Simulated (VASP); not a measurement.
Wanted: the native input for a VASP 6.6.1 run.

```
Task                   : single point
Functional             : PBE
Potentials or basis    : VASP PAW PBE potentials, release 64 (Pb_d, S)
Cutoff                 : 500 eV
k mesh                 : 5 × 5 × 5
Occupations            : gaussian, width 0.01 eV
Spin                   : no spin polarisation
Dipole correction      : no
Further INCAR settings : ALGO = Normal; EDIFF = 1e-06; NBANDS = 17
```

The structure of PbS (Galena) lies in POSCAR:

```
PbS
1.0
    0.0000000000      2.9657500000      2.9657500000
    2.9657500000      0.0000000000      2.9657500000
    2.9657500000      2.9657500000      0.0000000000
Pb S
1 1
Direct
    0.0000000000      0.0000000000      0.0000000000
    0.5000000000      0.5000000000      0.5000000000
```

These files were run (other wordings do the same):

INCAR

```
ALGO = Normal ; EDIFF = 1E-6
ENCUT = 500 ; GGA = PE
GGA_COMPAT = F ; ISIF = 2
ISMEAR = 0 ; LASPH = T
LCHARG = F ; LREAL = F
LWAVE = F ; NBANDS = 17
NELM = 120 ; PREC = Accurate
SIGMA = 0.01
```

KPOINTS

```
k-points
0
Gamma
  5 5 5
```

Potentials or basis: VASP PAW PBE potentials, release 64 (Pb_d, S).

The run is started by

```bash
$ cat potpaw_PBE.64/Pb_d/POTCAR potpaw_PBE.64/S/POTCAR > POTCAR
$ mpirun -np 1 vasp_std > vasp.out
```

Results of the run:

| Item | Value |
| --- | --- |
| Pressure | 2.0 GPa |

Run time: 4.8 s on 1 thread of Intel(R) Xeon(R) 6975P-C (Granite Rapids) (shared host), peak memory 0.16 GiB.
